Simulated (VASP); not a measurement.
# CoO (R-3m) in VASP: further runs

CoO is run at these levels: PBE; tasks: electric field gradients.

Program: VASP 6.6.1. These are calculated values, not measurements. Logs are shortened: lines on timing, memory, paths and dates and some standing lists are left out, and cuts for length are marked.

## Step 1: The cell of the first run

The structure is trigonal, space group R-3m (No. 166). Conventional cell: a = 2.999 Å, b = 2.999 Å, c = 7.458 Å, α = 90.00°, β = 90.00°, γ = 120.00°. Within 2.8 Å of Co (site symmetry -3m) lie 6 O at 2.13 Å. Within 2.8 Å of O (site symmetry -3m) lie 6 Co at 2.13 Å.

## Step 2: Electric field gradients, PBE, collinear spin, ferromagnetic start (equal xy, yz and zx shear strains of +1 %)

The input, INCAR:

```
SYSTEM = CoO
PREC = Accurate
ENCUT = 520
EDIFF = 1E-8
ISMEAR = -1
SIGMA = 0.05
LREAL = .FALSE.
LASPH = .TRUE.
NELM = 150
ALGO = Normal
ISIF = 2
LWAVE = .FALSE.
LCHARG = .FALSE.
ISPIN = 2
MAGMOM = 2 0
LORBIT = 11
LMAXMIX = 4
GGA = PE
LEFG = .TRUE.
NBANDS = 18
```

The input, KPOINTS:

```
Automatic mesh
0
G
  16 16 16
  0 0 0
```

The input, POSCAR:

```
CoO
1.0
    0.0213150000      2.1421575000      2.1421575000
    2.1421575000      0.0213150000      2.1421575000
    2.1421575000      2.1421575000      0.0213150000
Co O
1 1
Direct
    0.0000000000      0.0000000000      0.0000000000
    0.5000000000      0.5000000000      0.5000000000
```

Potentials or basis: VASP PAW PBE potentials, release 64 (Co, O).

Launch:

```console
$ cat potpaw_PBE.64/Co/POTCAR potpaw_PBE.64/O/POTCAR > POTCAR
$ mpirun -np 1 vasp_std > vasp.out
```

OUTCAR:

```text
SYSTEM = CoO
   PREC = Accurate
   ENCUT = 520
   EDIFF = 1E-8
   ISMEAR = -1
   LREAL = .FALSE.
   LASPH = .TRUE.
   NELM = 150
   ISIF = 2
   ISPIN = 2
   LORBIT = 11
   GGA = PE

 ion  position               nearest neighbor table
   1  0.000  0.000  0.000-   2 2.13   2 2.13   2 2.13   2 2.13   2 2.13   2 2.13
   2  0.500  0.500  0.500-   1 2.13   1 2.13   1 2.13   1 2.13   1 2.13   1 2.13

  LATTYP: Found a trigonal (rhomboedric) cell.
 ALAT       =     3.0295431733
 COS(alpha) =     0.5099250056

  Lattice vectors:

 A1 = (   0.0213150000,   2.1421575000,   2.1421575000)
 A2 = (   2.1421575000,   0.0213150000,   2.1421575000)
 A3 = (   2.1421575000,   2.1421575000,   0.0213150000)

Analysis of symmetry for initial positions (statically):
=====================================================================
 Subroutine PRICEL returns:
 Original cell was already a primitive cell.

 Routine SETGRP: Setting up the symmetry group for a
 trigonal (rhombohedral) supercell.

 Subroutine GETGRP returns: Found 12 space group operations
 (whereof 12 operations were pure point group operations)
 out of a pool of 12 trial point group operations.

The static configuration has the point symmetry D_3d.

Analysis of symmetry for dynamics (positions and initial velocities):
=====================================================================
 Subroutine PRICEL returns:
 Original cell was already a primitive cell.

 Routine SETGRP: Setting up the symmetry group for a
 trigonal (rhombohedral) supercell.

 Subroutine GETGRP returns: Found 12 space group operations
 (whereof 12 operations were pure point group operations)
 out of a pool of 12 trial point group operations.

The dynamic configuration has the point symmetry D_3d.

Analysis of structural, dynamic, and magnetic symmetry:
=====================================================================
 Subroutine PRICEL returns:
 Original cell was already a primitive cell.

 Routine SETGRP: Setting up the symmetry group for a
 trigonal (rhombohedral) supercell.

 Subroutine GETGRP returns: Found 12 space group operations
 (whereof 12 operations were pure point group operations)
 out of a pool of 12 trial point group operations.

The overall configuration has the point symmetry D_3d.

 Subroutine INISYM returns: Found 12 space group operations
 (whereof 12 operations are pure point group operations),
 and found     1 'primitive' translations

----------------------------------------------------------------------------------------

                                     Primitive cell

  volume of cell :      19.3666

  direct lattice vectors                    reciprocal lattice vectors
     0.021315000  2.142157500  2.142157500    -0.236922472  0.234588260  0.234588260
     2.142157500  0.021315000  2.142157500     0.234588260 -0.236922472  0.234588260
     2.142157500  2.142157500  0.021315000     0.234588260  0.234588260 -0.236922472

  length of vectors
     3.029543173  3.029543173  3.029543173     0.407670898  0.407670898  0.407670898

  position of ions in fractional coordinates (direct lattice)
     0.000000000  0.000000000  0.000000000
     0.500000000  0.500000000  0.500000000

  ion indices of the primitive-cell ions
   primitive index   ion index
                 1           1
                 2           2

----------------------------------------------------------------------------------------

 KPOINTS: Automatic mesh

Automatic generation of k-mesh.
 Grid dimensions read from file:
 generate k-points for:   16   16   16

 Generating k-lattice:

  Cartesian coordinates                     Fractional coordinates (reciprocal lattice)
    -0.014807654  0.014661766  0.014661766     0.062500000 -0.000000000 -0.000000000
     0.014661766 -0.014807654  0.014661766    -0.000000000  0.062500000 -0.000000000
     0.014661766  0.014661766 -0.014807654    -0.000000000 -0.000000000  0.062500000

[... 59 lines left out ...]
   NSW    =      0    number of steps for IOM
   IBRION =     -1    ionic relax: 0-MD 1-quasi-New 2-CG
   NFREE  =      0    steps in history (QN), initial steepest desc. (CG)
   ISIF   =      2    stress and relaxation
   ISYM   =      2    0-nonsym 1-usesym 2-fastsym
   POTIM  = 0.5000    time-step for ionic-motion
   TEBEG  =    0.0;   TEEND  =   0.0 temperature during run
   PSTRESS=    0.0 pullay stress
   NELECT =      15.0000    total number of electrons
   NUPDOWN=      -1.0000    fix difference up-down
   EMIN   =  10.00;   EMAX   =-10.00  energy-range for DOS
   EFERMI =   0.00;   METHOD = LEGACY
   ISMEAR =    -1;   SIGMA  =   0.05  broadening in eV -4-tet -1-fermi 0-gaus
   EFERMI_NEDOS =   21; number of points for ismear=-14 and -15
   IALGO  =     38    algorithm
   IMIX   =      4    mixing-type and parameters
     AMIX     =   0.40;   BMIX     =  1.00
     AMIX_MAG =   1.60;   BMIX_MAG =  1.00
  volume/ion in A,a.u.               =       9.68        65.35
  Fermi-wavevector in a.u.,A,eV,Ry     =   1.503445  2.841098 30.753866  2.260345
  Thomas-Fermi vector in A             =   2.614554
   LORBIT       =     11    0 simple, 1 ext, 2 COOP (PROOUT), +10 PAW based schemes
   GGA     = PE    functional components
   LHFCALC =     F    Hartree Fock is set to
   AEXX    =    0.0000 exact exchange contribution
   IVDW    =     0    specifies the selected vdW correction
   LEPSILON=     F    determine dielectric tensor
   LRPA    =     F    only Hartree local field effects (RPA)
 spin polarized calculation
  energy-cutoff  :      520.00
  volume of cell :       19.37
 maximum number of plane-waves:       540
   NGX = 11   NGY = 11   NGZ = 11

 number of electron      15.0000006 magnetization       2.9072399

 Free energy of the ion-electron system (eV)
  ---------------------------------------------------
  ext. energy  EPLUGINS =         0.00000000
  ---------------------------------------------------
  free energy    TOTEN  =       -13.06232995 eV

  energy without entropy =      -13.02762227  energy(sigma->0) =      -13.04497611

 E-fermi :   7.8684     XC(G=0): -12.3958

 val. band max:        7.8679389470   @ k =  -0.3125   0.1250   0.0000
 cond. band min:       7.8690707303   @ k =  -0.3125   0.5000   0.1250
 fundamental gap:      0.0011317833
 Fermi energy:         7.8683661712

 spin component 1

 k-point     1 :       0.0000    0.0000    0.0000
  band No.  band energies     occupation
      1     -12.2912      1.00000
      2       4.6107      1.00000
      3       4.6107      1.00000
      4       4.7074      1.00000
      5       4.7298      1.00000
      6       4.8063      1.00000
[... 493 lines left out ...]
     17      31.0094      0.00000
     18      33.6916      0.00000

 [... further k-points ...]

 spin component 2

 k-point     1 :       0.0000    0.0000    0.0000
  band No.  band energies     occupation
      1     -11.7899      1.00000
      2       5.2605      1.00000
      3       5.3678      1.00000
      4       5.3678      1.00000
      5       6.7578      1.00000
      6       6.7888      1.00000
[... 493 lines left out ...]
     17      31.8107      0.00000
     18      34.5274      0.00000

 [... further k-points ...]

------------------------ aborting loop because EDIFF is reached ----------------------------------------

  FORCE on cell =-STRESS in cart. coord.  units (eV):
  Direction    XX          YY          ZZ          XY          YZ          ZX
  --------------------------------------------------------------------------------------
  -------------------------------------------------------------------------------------
  Total       -0.2832473     -0.2832473     -0.2832473      0.0314646      0.0314646      0.0314646
  in kB      -23.4327229    -23.4327229    -23.4327229      2.6030272      2.6030272      2.6030272
  external PRESSURE =     -23.4327229 kB  Pullay stress =       0.0000000 kB

 VOLUME and BASIS-vectors are now :
 -----------------------------------------------------------------------------
  energy-cutoff  :      520.00
  volume of cell :       19.37
      direct lattice vectors                 reciprocal lattice vectors
     0.021315000  2.142157500  2.142157500    -0.236922472  0.234588260  0.234588260
     2.142157500  0.021315000  2.142157500     0.234588260 -0.236922472  0.234588260
     2.142157500  2.142157500  0.021315000     0.234588260  0.234588260 -0.236922472

 POSITION                                       TOTAL-FORCE (eV/Angst)
 -----------------------------------------------------------------------------------
      0.00000      0.00000      0.00000        -0.000000     -0.000000      0.000000
      2.15282      2.15282      2.15282         0.000000      0.000000     -0.000000
 -----------------------------------------------------------------------------------
    total drift:                                0.000000     -0.000000     -0.000000

  FREE ENERGIE OF THE ION-ELECTRON SYSTEM (eV)
  ---------------------------------------------------
  free  energy   TOTEN  =       -13.0623299489 eV

  energy  without entropy=      -13.0276222740  energy(sigma->0) =      -13.04497611

 Electric field gradients (V/A^2)
---------------------------------------------------------------------
 ion       V_xx      V_yy      V_zz      V_xy      V_xz      V_yz
---------------------------------------------------------------------
   1       0.000    -0.000    -0.000     3.156     3.156     3.156
   2       0.000    -0.000    -0.000     1.773     1.773     1.773
---------------------------------------------------------------------

 Electric field gradients after diagonalization (V/A^2)
 (convention: |V_zz| > |V_xx| > |V_yy|)
----------------------------------------------------------------------
 ion       V_xx      V_yy      V_zz     asymmetry (V_yy - V_xx)/ V_zz
----------------------------------------------------------------------
   1      -3.156    -3.156     6.312       0.000
   2      -1.773    -1.773     3.545       0.000
----------------------------------------------------------------------

           NMR quadrupolar parameters

 Cq : quadrupolar parameter    Cq=e*Q*V_zz/h
 eta: asymmetry parameters     (V_yy - V_xx)/ V_zz
 Q  : nuclear electric quadrupole moment in mb (millibarn)
----------------------------------------------------------------------
 ion       Cq(MHz)       eta       Q (mb)
----------------------------------------------------------------------
   1       0.015       0.000       1.000
   2       0.009       0.000       1.000
----------------------------------------------------------------------

 total charge

# of ion       s       p       d       tot
------------------------------------------
    1        0.293   0.354   7.141   7.789
    2        1.556   3.422   0.000   4.978
--------------------------------------------------
tot          1.849   3.777   7.141  12.767

 magnetization (x)

# of ion       s       p       d       tot
------------------------------------------
    1        0.020   0.018   2.521   2.559
    2        0.028   0.269   0.000   0.298
--------------------------------------------------
tot          0.049   0.287   2.521   2.856
```

It took 2.3 min on 1 thread of Intel Xeon 6975P-C (Granite Rapids), shared host; peak memory 0.33 GiB.

Results:

| Quantity | Value |
| --- | --- |
| Free energy | -13.0623 eV |
| Pressure | -2.3 GPa |
| Net moment | 2.91 μB per cell |
| Site moments | Co +2.56; O +0.30 μB |
| Largest electric field gradient by atom | Co +6.3; O +3.5 V/Å² |
| Valence electrons inside the program's atomic spheres | Co 7.79; O 4.98 |

Stress tensor (GPa, compression positive):
```
-2.34  0.26  0.26
 0.26 -2.34  0.26
 0.26  0.26 -2.34
```

Levels at points of the mesh, in eV from the Fermi level:
Spin up:
```
           k point  band 7  band 8  band 9  band 10  band 11  band 12
(0.00, 0.00, 0.00)   -3.06   -3.01   -3.01     1.00    16.86    17.85
(0.50, 0.00, 0.00)   -1.77    0.10    0.12     5.05     9.39    13.27
(0.50, 0.50, 0.00)   -2.42   -2.09   -2.04     5.86     9.82    11.69
(0.50, 0.50, 0.50)   -1.87    0.09    0.09     5.17     9.16    13.65
```
Spin down:
| k point | band 3 | band 4 | band 5 | band 6 | band 7 | band 8 | band 9 | band 10 |
| --- | --- | --- | --- | --- | --- | --- | --- | --- |
| (0.00, 0.00, 0.00) | -2.50 | -2.50 | -1.11 | -1.08 | -1.08 | 0.07 | 0.07 | 1.54 |
| (0.50, 0.00, 0.00) | -4.66 | -4.57 | -0.14 | -0.09 | 0.20 | 2.69 | 2.72 | 5.33 |
| (0.50, 0.50, 0.00) | -3.84 | -3.73 | -2.20 | 0.11 | 0.14 | 0.54 | 0.99 | 6.71 |
| (0.50, 0.50, 0.50) | -4.52 | -4.52 | -0.16 | -0.16 | 0.17 | 2.68 | 2.68 | 5.45 |

Electric field gradients, principal values (V/Å²):
```
atom   least  middle  greatest (by size)
1 Co  -3.156  -3.156               6.312
 2 O  -1.773  -1.773               3.545
```

Caveat: the cell differs from its parent crystal (equal xy, yz and zx shear strains of +1 %); without QUAD_EFG the Cq values of the log hold for a quadrupole moment of 1 mb, not for the nuclei; a cell with one magnetic atom can't hold antiferromagnetic order, which such compounds often take; semilocal functionals often make such compounds metallic where correlation or magnetic order opens a gap, which also shifts bond lengths.

## Step 3: Electric field gradients, PBE, collinear spin, ferromagnetic start (equal xy, yz and zx shear strains of +3 %)

The input, INCAR:

```
ALGO = Normal
EDIFF = 1E-8
ENCUT = 520
GGA = PE
ISIF = 2
ISMEAR = -1
ISPIN = 2
LASPH = T
LCHARG = F
LEFG = T
LMAXMIX = 4
LORBIT = 11
LREAL = F
LWAVE = F
MAGMOM = 2 0
NBANDS = 18
NELM = 150
PREC = Accurate
SIGMA = 0.05
```

The input, KPOINTS:

```
k-points
0
Gamma
  16 16 16
```

The input, POSCAR:

```
CoO
1.0
    0.0639450000      2.1634725000      2.1634725000
    2.1634725000      0.0639450000      2.1634725000
    2.1634725000      2.1634725000      0.0639450000
Co O
1 1
Direct
    0.0000000000      0.0000000000      0.0000000000
    0.5000000000      0.5000000000      0.5000000000
```

Potentials or basis: VASP PAW PBE potentials, release 64 (Co, O).

Launch:

```console
$ cat potpaw_PBE.64/Co/POTCAR potpaw_PBE.64/O/POTCAR > POTCAR
$ mpirun -np 1 vasp_std > vasp.out
```

OUTCAR:

```text
EDIFF = 1E-8
   ENCUT = 520
   GGA = PE
   ISIF = 2
   ISMEAR = -1
   ISPIN = 2
   LASPH = T
   LORBIT = 11
   LREAL = F
   NELM = 150
   PREC = Accurate

 ion  position               nearest neighbor table
   1  0.000  0.000  0.000-   2 2.13   2 2.13   2 2.13   2 2.13   2 2.13   2 2.13
   2  0.500  0.500  0.500-   1 2.13   1 2.13   1 2.13   1 2.13   1 2.13   1 2.13

  LATTYP: Found a trigonal (rhomboedric) cell.
 ALAT       =     3.0602802943
 COS(alpha) =     0.5293254421

  Lattice vectors:

 A1 = (   0.0639450000,   2.1634725000,   2.1634725000)
 A2 = (   2.1634725000,   0.0639450000,   2.1634725000)
 A3 = (   2.1634725000,   2.1634725000,   0.0639450000)

Analysis of symmetry for initial positions (statically):
=====================================================================
 Subroutine PRICEL returns:
 Original cell was already a primitive cell.

 Routine SETGRP: Setting up the symmetry group for a
[... 1227 lines left out ...]
 -----------------------------------------------------------------------------------
    total drift:                                0.000000     -0.000000     -0.000000

  FREE ENERGIE OF THE ION-ELECTRON SYSTEM (eV)
  ---------------------------------------------------
  free  energy   TOTEN  =       -13.0653600569 eV

  energy  without entropy=      -13.0338347231  energy(sigma->0) =      -13.04959739

 Electric field gradients (V/A^2)
---------------------------------------------------------------------
 ion       V_xx      V_yy      V_zz      V_xy      V_xz      V_yz
---------------------------------------------------------------------
   1      -0.000     0.000    -0.000     9.281     9.281     9.281
   2      -0.000    -0.000     0.000     5.500     5.500     5.500
---------------------------------------------------------------------

 Electric field gradients after diagonalization (V/A^2)
 (convention: |V_zz| > |V_xx| > |V_yy|)
----------------------------------------------------------------------
 ion       V_xx      V_yy      V_zz     asymmetry (V_yy - V_xx)/ V_zz
----------------------------------------------------------------------
   1      -9.281    -9.281    18.562       0.000
   2      -5.500    -5.500    11.001       0.000
----------------------------------------------------------------------

           NMR quadrupolar parameters

 Cq : quadrupolar parameter    Cq=e*Q*V_zz/h
 eta: asymmetry parameters     (V_yy - V_xx)/ V_zz
 Q  : nuclear electric quadrupole moment in mb (millibarn)
----------------------------------------------------------------------
 ion       Cq(MHz)       eta       Q (mb)
----------------------------------------------------------------------
   1       0.045       0.000       1.000
   2       0.027       0.000       1.000
----------------------------------------------------------------------

 total charge

# of ion       s       p       d       tot
------------------------------------------
    1        0.294   0.355   7.141   7.789
    2        1.556   3.422   0.000   4.978
--------------------------------------------------
tot          1.850   3.777   7.141  12.767

 magnetization (x)

# of ion       s       p       d       tot
------------------------------------------
    1        0.020   0.018   2.517   2.555
    2        0.028   0.269   0.000   0.297
--------------------------------------------------
tot          0.049   0.286   2.517   2.852
```

stdout:

```text
POSCAR found type information on POSCAR CoO
 POSCAR found :  2 types and       2 ions
 scaLAPACK will be used
 LDA part: xc-table for (Slater+PW92), standard interpolation
 POSCAR, INCAR and KPOINTS ok, starting setup
 FFT: planning ... GRIDC
 FFT: planning ... GRID_SOFT
 FFT: planning ... GRID
 WAVECAR not read
 entering main loop
ion   1

ion   2
```

Run time: 2.4 min. Hardware: 1 thread of Intel Xeon 6975P-C (Granite Rapids), shared host; peak memory 0.33 GiB.

What came out:

| Property | Result |
| --- | --- |
| Free energy | -13.0654 eV |
| Pressure | -2.5 GPa |
| Net moment | 2.90 μB per cell |
| Site moments | Co +2.56; O +0.30 μB |
| Largest electric field gradient by atom | Co +18.6; O +11.0 V/Å² |
| Valence electrons inside the program's atomic spheres | Co 7.79; O 4.98 |

Stress tensor (GPa, compression positive):
```
-2.49  0.43  0.43
 0.43 -2.49  0.43
 0.43  0.43 -2.49
```

Levels at points of the mesh, in eV from the Fermi level:
Spin up:
```csv
k point,band 5,band 6,band 7,band 8,band 9,band 10,band 11,band 12,band 13,band 14
"(0.00, 0.00, 0.00)",-3.26,-2.98,-2.98,-2.93,-2.93,1.01,16.82,17.34,18.58,18.58
"(0.50, 0.00, 0.00)",-2.49,-2.22,-1.72,0.10,0.15,4.99,9.50,12.98,13.56,20.32
"(0.50, 0.50, 0.00)",-3.91,-2.91,-2.42,-2.14,-1.99,5.87,9.80,11.72,15.47,16.07
"(0.50, 0.50, 0.50)",-2.32,-2.32,-2.02,0.06,0.06,5.36,8.85,14.11,14.11,20.98
```
Spin down:
```
           k point  band 4  band 5  band 6  band 7  band 8  band 9
(0.00, 0.00, 0.00)   -2.42   -1.18   -1.06   -1.06    0.07    0.07
(0.50, 0.00, 0.00)   -4.51   -0.22   -0.03    0.27    2.66    2.76
(0.50, 0.50, 0.00)   -3.61   -2.21    0.07    0.16    0.56    0.98
(0.50, 0.50, 0.50)   -4.37   -0.24   -0.24    0.14    2.63    2.63
```

Electric field gradients, principal values (V/Å²):
| atom | least | middle | greatest (by size) |
| --- | --- | --- | --- |
| 1 Co | -9.281 | -9.281 | 18.562 |
| 2 O | -5.500 | -5.500 | 11.001 |

Caveat: the cell differs from its parent crystal (equal xy, yz and zx shear strains of +3 %); without QUAD_EFG the Cq values of the log hold for a quadrupole moment of 1 mb, not for the nuclei; a cell with one magnetic atom can't hold antiferromagnetic order, which such compounds often take; semilocal functionals often make such compounds metallic where correlation or magnetic order opens a gap, which also shifts bond lengths.

(Continued in part 2 of 2.)
